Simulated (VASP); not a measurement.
# NaI (Fm-3m) in VASP: a series of runs

Runs on NaI. Level: PBE. Tasks: single point.

Program: VASP 6.6.1. These are calculated values, not measurements. Logs are shortened: lines on timing, memory, paths and dates and some standing lists are left out, and cuts for length are marked.

**1. The cell of the first run**

It takes space group Fm-3m (No. 225, cubic). Conventional cell: a = 6.459 Å, b = 6.459 Å, c = 6.459 Å, α = 90.00°, β = 90.00°, γ = 90.00°. Na (site symmetry m-3m) has 6 I at 3.23 Å within 4.2 Å. Within 4.2 Å of I (site symmetry m-3m) lie 6 Na at 3.23 Å.

**2. Single point, PBE (33.68 Å³/atom)**

Input file INCAR:

```
SYSTEM = NaI
PREC = Accurate
ENCUT = 520
EDIFF = 1E-6
ISMEAR = 0
SIGMA = 0.01
LREAL = .False.
LASPH = .True.
NELM = 80
ALGO = Normal
ISIF = 2
LWAVE = .False.
LCHARG = .False.
GGA = PE
NBANDS = 14
```

Input file KPOINTS:

```
Automatic mesh
0
Gamma
  6 6 6
  0 0 0
```

Input file POSCAR:

```
NaI
1.0
    0.0000000000      3.2293906932      3.2293906932
    3.2293906932      0.0000000000      3.2293906932
    3.2293906932      3.2293906932      0.0000000000
Na I
1 1
Direct
    0.0000000000      0.0000000000      0.0000000000
    0.5000000000      0.5000000000      0.5000000000
```

Potentials or basis: VASP PAW PBE potentials, release 64 (Na_pv, I).

Command:

```sh
cat potpaw_PBE.64/Na_pv/POTCAR potpaw_PBE.64/I/POTCAR > POTCAR
mpirun -np 1 vasp_std > vasp.out
```

OUTCAR:

```text
SYSTEM = NaI
   PREC = Accurate
   ENCUT = 520
   EDIFF = 1E-6
   ISMEAR = 0
   LREAL = .False.
   LASPH = .True.
   NELM = 80
   ISIF = 2
   GGA = PE

 ion  position               nearest neighbor table
   1  0.000  0.000  0.000-
   2  0.500  0.500  0.500-

  LATTYP: Found a face centered cubic cell.
 ALAT       =     6.4587813864

  Lattice vectors:

 A1 = (   0.0000000000,   3.2293906932,   3.2293906932)
 A2 = (   3.2293906932,   0.0000000000,   3.2293906932)
 A3 = (   3.2293906932,   3.2293906932,   0.0000000000)

Analysis of symmetry for initial positions (statically):
=====================================================================
 Subroutine PRICEL returns:
 Original cell was already a primitive cell.

 Routine SETGRP: Setting up the symmetry group for a
 face centered cubic supercell.

 Subroutine GETGRP returns: Found 48 space group operations
 (whereof 48 operations were pure point group operations)
 out of a pool of 48 trial point group operations.

The static configuration has the point symmetry O_h .

Analysis of symmetry for dynamics (positions and initial velocities):
=====================================================================
 Subroutine PRICEL returns:
 Original cell was already a primitive cell.

 Routine SETGRP: Setting up the symmetry group for a
 face centered cubic supercell.

 Subroutine GETGRP returns: Found 48 space group operations
 (whereof 48 operations were pure point group operations)
 out of a pool of 48 trial point group operations.

The dynamic configuration has the point symmetry O_h .

 Subroutine INISYM returns: Found 48 space group operations
 (whereof 48 operations are pure point group operations),
 and found     1 'primitive' translations

----------------------------------------------------------------------------------------

                                     Primitive cell

  volume of cell :      67.3584

  direct lattice vectors                    reciprocal lattice vectors
     0.000000000  3.229390693  3.229390693    -0.154827968  0.154827968  0.154827968
     3.229390693  0.000000000  3.229390693     0.154827968 -0.154827968  0.154827968
     3.229390693  3.229390693  0.000000000     0.154827968  0.154827968 -0.154827968

  length of vectors
     4.567048117  4.567048117  4.567048117     0.268169908  0.268169908  0.268169908

  position of ions in fractional coordinates (direct lattice)
     0.000000000  0.000000000  0.000000000
     0.500000000  0.500000000  0.500000000

  ion indices of the primitive-cell ions
   primitive index   ion index
                 1           1
                 2           2

----------------------------------------------------------------------------------------

 KPOINTS: Automatic mesh

Automatic generation of k-mesh.
 Grid dimensions read from file:
 generate k-points for:    6    6    6

 Generating k-lattice:

  Cartesian coordinates                     Fractional coordinates (reciprocal lattice)
    -0.025804661  0.025804661  0.025804661     0.166666667  0.000000000  0.000000000
     0.025804661 -0.025804661  0.025804661     0.000000000  0.166666667  0.000000000
     0.025804661  0.025804661 -0.025804661     0.000000000  0.000000000  0.166666667

  Length of vectors
     0.044694985  0.044694985  0.044694985

  Shift w.r.t. Gamma in fractional coordinates (k-lattice)
     0.000000000  0.000000000  0.000000000

 Subroutine IBZKPT returns following result:
 ===========================================

 Found     16 irreducible k-points:

 Following reciprocal coordinates:
            Coordinates               Weight
  0.000000  0.000000  0.000000      1.000000
  0.166667  0.000000  0.000000      8.000000
  0.333333  0.000000  0.000000      8.000000
  0.500000  0.000000  0.000000      4.000000
  0.166667  0.166667  0.000000      6.000000
  0.333333  0.166667  0.000000     24.000000
[... 8 lines left out ...]
 -0.333333  0.333333  0.166667     24.000000
 -0.333333  0.500000  0.166667     12.000000
   k-points           NKPTS =     16   k-points in BZ     NKDIM =     16   number of bands    NBANDS=     14
   number of dos      NEDOS =    301   number of ions     NIONS =      2
   total plane-waves  NPLWV =  46656
   dimension x,y,z NGX =    36 NGY =   36 NGZ =   36
   dimension x,y,z NGXF=    72 NGYF=   72 NGZF=   72
   ions per type =               1   1
   NGX,Y,Z   is equivalent  to a cutoff of  13.10, 13.10, 13.10 a.u.
   NGXF,Y,Z  is equivalent  to a cutoff of  26.21, 26.21, 26.21 a.u.
 SYSTEM =  NaI
   PREC   = accura    normal or accurate (medium, high low for compatibility)
   ISTART =      0    job   : 0-new  1-cont  2-samecut
   ICHARG =      2    charge: 1-file 2-atom 10-const
   ISPIN  =      1    spin polarized calculation?
   LNONCOLLINEAR =      F non collinear calculations
   LSORBIT =      F    spin-orbit coupling
   LASPH  =      T    aspherical Exc in radial PAW
   ENCUT  =  520.0 eV  38.22 Ry    6.18 a.u.   8.49  8.49  8.49*2*pi/ulx,y,z
   NELM   =     80;   NELMIN=  2; NELMDL= -5     # of ELM steps
   EDIFF  = 0.1E-05   stopping-criterion for ELM
   LREAL  =      F    real-space projection
   EDIFFG = 0.1E-04   stopping-criterion for IOM
   NSW    =      0    number of steps for IOM
   IBRION =     -1    ionic relax: 0-MD 1-quasi-New 2-CG
   NFREE  =      0    steps in history (QN), initial steepest desc. (CG)
   ISIF   =      2    stress and relaxation
   ISYM   =      2    0-nonsym 1-usesym 2-fastsym
   POTIM  = 0.5000    time-step for ionic-motion
   TEBEG  =    0.0;   TEEND  =   0.0 temperature during run
   PSTRESS=    0.0 pullay stress
   NELECT =      14.0000    total number of electrons
   NUPDOWN=      -1.0000    fix difference up-down
   EMIN   =  10.00;   EMAX   =-10.00  energy-range for DOS
   EFERMI =   0.00;   METHOD = LEGACY
   ISMEAR =     0;   SIGMA  =   0.01  broadening in eV -4-tet -1-fermi 0-gaus
   EFERMI_NEDOS =   21; number of points for ismear=-14 and -15
   IALGO  =     38    algorithm
   IMIX   =      4    mixing-type and parameters
     AMIX     =   0.40;   BMIX     =  1.00
     AMIX_MAG =   1.60;   BMIX_MAG =  1.00
  volume/ion in A,a.u.               =      33.68       227.28
  Fermi-wavevector in a.u.,A,eV,Ry     =   0.969736  1.832536 12.794758  0.940388
  Thomas-Fermi vector in A             =   2.099813
   LORBIT       =      0    0 simple, 1 ext, 2 COOP (PROOUT), +10 PAW based schemes
   GGA     = PE    functional components
   LHFCALC =     F    Hartree Fock is set to
   AEXX    =    0.0000 exact exchange contribution
   IVDW    =     0    specifies the selected vdW correction
   LEPSILON=     F    determine dielectric tensor
   LRPA    =     F    only Hartree local field effects (RPA)
 non-spin polarized calculation
 Gauss-broadening in eV      SIGMA  =   0.01
  energy-cutoff  :      520.00
  volume of cell :       67.36
 maximum number of plane-waves:      1837
 NGX is ok and might be reduce to    36
   NGX = 17   NGY = 17   NGZ = 17

 number of electron      13.9999994 magnetization

 Free energy of the ion-electron system (eV)
  ---------------------------------------------------
  ext. energy  EPLUGINS =         0.00000000
  ---------------------------------------------------
  free energy    TOTEN  =        -5.38356200 eV

  energy without entropy =       -5.38356200  energy(sigma->0) =       -5.38356200

 E-fermi :   0.9580     XC(G=0):  -7.7310

 val. band max:        0.8519622932   @ k =   0.0000   0.0000   0.0000
 cond. band min:       4.5098042058   @ k =   0.0000   0.0000   0.0000
 fundamental gap:      3.6578419126
 Fermi energy:         0.9579639033

 k-point     1 :       0.0000    0.0000    0.0000
  band No.  band energies     occupation
      1     -21.5801      2.00000
      2     -21.5801      2.00000
      3     -21.5801      2.00000
      4     -10.1824      2.00000
      5       0.8520      2.00000
      6       0.8520      2.00000
      7       0.8520      2.00000
      8       4.5098      0.00000
      9       8.7817      0.00000
     10       8.7817      0.00000
     11       8.7817      0.00000
     12      10.6106      0.00000
     13      10.6106      0.00000
     14      11.2913      0.00000

 k-point     2 :       0.1667    0.0000    0.0000
  band No.  band energies     occupation
      1     -21.5814      2.00000
      2     -21.5801      2.00000
      3     -21.5801      2.00000
      4     -10.1070      2.00000
      5       0.1110      2.00000
      6       0.7757      2.00000
      7       0.7757      2.00000
      8       5.3245      0.00000
      9       8.3018      0.00000
     10       8.9738      0.00000
     11       8.9738      0.00000
     12      10.1026      0.00000
     13      10.1026      0.00000
     14      11.6835      0.00000

 k-point     3 :       0.3333    0.0000    0.0000
  band No.  band energies     occupation
      1     -21.5842      2.00000
      2     -21.5803      2.00000
      3     -21.5803      2.00000
      4      -9.9473      2.00000
      5      -0.9283      2.00000
      6       0.6334      2.00000
      7       0.6334      2.00000
      8       5.9621      0.00000
      9       8.5580      0.00000
     10       8.5580      0.00000
     11       8.8774      0.00000
     12      11.0114      0.00000
     13      11.1461      0.00000
     14      11.1461      0.00000
[... 188 lines left out ...]
 k-point    15 :      -0.3333    0.3333    0.1667
  band No.  band energies     occupation
      1     -21.5839      2.00000
      2     -21.5823      2.00000
      3     -21.5812      2.00000
      4      -9.7974      2.00000
      5      -0.8839      2.00000
      6      -0.3322      2.00000
      7       0.1984      2.00000
      8       6.8822      0.00000
      9       7.5047      0.00000
     10       8.7388      0.00000
     11       9.3715      0.00000
     12      11.3033      0.00000
     13      12.6440      0.00000
     14      13.8096      0.00000

 k-point    16 :      -0.3333    0.5000    0.1667
  band No.  band energies     occupation
      1     -21.5836      2.00000
      2     -21.5824      2.00000
      3     -21.5819      2.00000
      4      -9.7774      2.00000
      5      -0.8348      2.00000
      6      -0.2647      2.00000
      7      -0.0457      2.00000
      8       6.2182      0.00000
      9       7.3492      0.00000
     10       9.4364      0.00000
     11       9.4958      0.00000
     12      12.5000      0.00000
     13      13.3395      0.00000
     14      13.5169      0.00000

------------------------ aborting loop because EDIFF is reached ----------------------------------------

  FORCE on cell =-STRESS in cart. coord.  units (eV):
  Direction    XX          YY          ZZ          XY          YZ          ZX
  --------------------------------------------------------------------------------------
  -------------------------------------------------------------------------------------
  Total        0.2343124      0.2343124      0.2343124      0.0000000      0.0000000     -0.0000000
  in kB        5.5733212      5.5733212      5.5733212      0.0000000      0.0000000     -0.0000000
  external PRESSURE =       5.5733212 kB  Pullay stress =       0.0000000 kB

 VOLUME and BASIS-vectors are now :
 -----------------------------------------------------------------------------
  energy-cutoff  :      520.00
  volume of cell :       67.36
      direct lattice vectors                 reciprocal lattice vectors
     0.000000000  3.229390693  3.229390693    -0.154827968  0.154827968  0.154827968
     3.229390693  0.000000000  3.229390693     0.154827968 -0.154827968  0.154827968
     3.229390693  3.229390693  0.000000000     0.154827968  0.154827968 -0.154827968

 POSITION                                       TOTAL-FORCE (eV/Angst)
 -----------------------------------------------------------------------------------
      0.00000      0.00000      0.00000         0.000000      0.000000     -0.000000
      3.22939      3.22939      3.22939         0.000000      0.000000      0.000000
 -----------------------------------------------------------------------------------
    total drift:                                0.000000      0.000000      0.000000

  FREE ENERGIE OF THE ION-ELECTRON SYSTEM (eV)
  ---------------------------------------------------
  free  energy   TOTEN  =        -5.3835620033 eV

  energy  without entropy=       -5.3835620033  energy(sigma->0) =       -5.38356200
```

Run time: 20 s. Hardware: 1 thread of Intel Xeon 8259CL, shared host; peak memory 0.2 GiB.

Results:

```yaml
Free_energy: -5.3836 eV
Pressure: 0.6 GPa
Band_gap_on_the_k_mesh: 3.66 eV
```

Caveat: spin-orbit coupling is left out, which moves the levels of the heavy elements.

(Continued in part 2 of 2.)
